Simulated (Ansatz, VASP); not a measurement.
## One calculation of TiMo, two programs

File INCAR:

```
  PREC = Accurate
  ENCUT = 520
  EDIFF = 1E-6
  ISMEAR = 0
  SIGMA = 0.15
  LREAL = False
  LASPH = True
  NELM = 60
  ALGO = Fast
  ISIF = 2
  LWAVE = False
  LCHARG = False
  GGA = CA
  NBANDS = 20
```

Contents of KPOINTS:

```
Automatic mesh
0
Gamma
  18 18 12
```

File POSCAR:

```
TiMo
1.0
    1.5935720000     -2.3604228448      0.0000000000
    1.5935720000      2.3604228448      0.0000000000
    0.0000000000      0.0000000000      4.2507215034
Ti Mo
1 1
Direct
    0.5000000000      0.5000000000      0.5000000000
    0.0000000000      0.0000000000      0.0000000000
```

Input for Ansatz:

```yaml
crystal:
  lattice:
    - [1.593572, -2.3604228448, 0.0]
    - [1.593572, 2.3604228448, 0.0]
    - [0.0, 0.0, 4.2507215034]
  atoms:
    - { symbol: Ti, position: [0.5, 0.5, 0.5] }
    - { symbol: Mo, position: [0.0, 0.0, 0.0] }
basis:
  ecutwfc: 420
kpoints:
  mp_grid: { grid: [18, 18, 12] }
hamiltonian:
  xc: lda
scf:
  occupations: { method: gaussian, width: 0.15 }
output:
  forces: true
  stress: true
  eigenvalues: true
```

Alike in both runs: task single point; functional LDA; k mesh 18 × 18 × 12; occupations gaussian, width 0.15 eV; no spin polarisation.

|  | VASP | Ansatz |
| --- | --- | --- |
| version | VASP 6.6.1 | Ansatz 0.2.0 |
| potentials or method | VASP PAW LDA potentials, release 64 (Ti_sv, Mo_sv), cutoff 520 eV | scalar-relativistic, plane waves, PAW |
| valence electrons in the cell | 26 | 26 |

Ansatz gave:

| Property | Result |
| --- | --- |
| gap on the k mesh at the Fermi level (eV) | none |
| pressure (GPa) | -11.4 |
| traceless stress, the component that is largest in VASP (GPa) | 0.74 |

Which values does VASP return?

gap on the k mesh at the Fermi level (eV): none; pressure (GPa): -11.0; traceless stress, the component that is largest in VASP (GPa): 0.76.

LDA's correlation is that of Perdew and Zunger in VASP and of Perdew and Wang (1992) in Ansatz. A gap of «none» marks a metal or a gap that the smearing closes.
